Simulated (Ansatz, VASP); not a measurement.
## ZrC in VASP and in Ansatz

```
Zr C
1.0
     2.82158    0.00000    0.00000
     0.00000    2.82158    0.00000
     0.00000    0.00000    2.82158
Zr C
1 1
Direct
  0.00000 0.00000 0.00000
  0.50000 0.50000 0.50000
```

Change from the starting cell: volume scaled by 0.9, PAW files.

Alike in both runs: task single point; functional PBE; k mesh 14 × 14 × 14; occupations fermi-dirac, width 0.1 eV; no spin polarisation.

```csv
,VASP,Ansatz
version,VASP 6.6.1,Ansatz 0.2.0
potentials or method,"VASP PAW PBE potentials, release 64 (Zr_sv, C)","PAW with Ansatz's default frozen-core files, scalar-relativistic"
plane-wave cutoff (eV),520,420
valence electrons in the cell,16,16
```

```csv
,VASP,Ansatz,Ansatz less VASP
pressure (GPa),25.2,24.9,-0.31
```
